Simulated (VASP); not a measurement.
A run of VASP 6.6.1 is set up as follows.

Contents of INCAR:

```
PREC = Accurate
ENCUT = 500
EDIFF = 1E-6
ISMEAR = -1
SIGMA = 0.1
LREAL = F
LASPH = T
NELM = 120
ALGO = Normal
ISIF = 2
LWAVE = F
LCHARG = F
GGA = PS
NBANDS = 11
GGA_COMPAT = F
```

Contents of KPOINTS:

```
regular mesh
0
Gamma
  4 4 4
```

POSCAR

```
Pt
1.0
    5.4987900000      0.0000000000      0.0000000000
    0.0000000000      5.4987900000      0.0000000000
    0.0000000000      0.0000000000      5.4987900000
Pt
1
Direct
    0.5000000000      0.5000000000      0.5000000000
```

Potentials or basis: VASP PAW PBE potentials, release 64 (Pt).

Run with:

```bash
$ cat potpaw_PBE.64/Pt/POTCAR > POTCAR
$ mpirun -np 1 vasp_std > vasp.out
```

**Question.** Predict the pressure.

**Answer.** -0.3 GPa.

**Question.** Predict the band gap on the k mesh.

**Answer.** Zero (band 5 reaches -4.38 eV, above the bottom of band 6 at -4.41 eV).

Caveat: the PAW data sets were made with another functional, which shifts forces and pressure a little; spin-orbit coupling is left out, which moves the levels of the heavy elements.
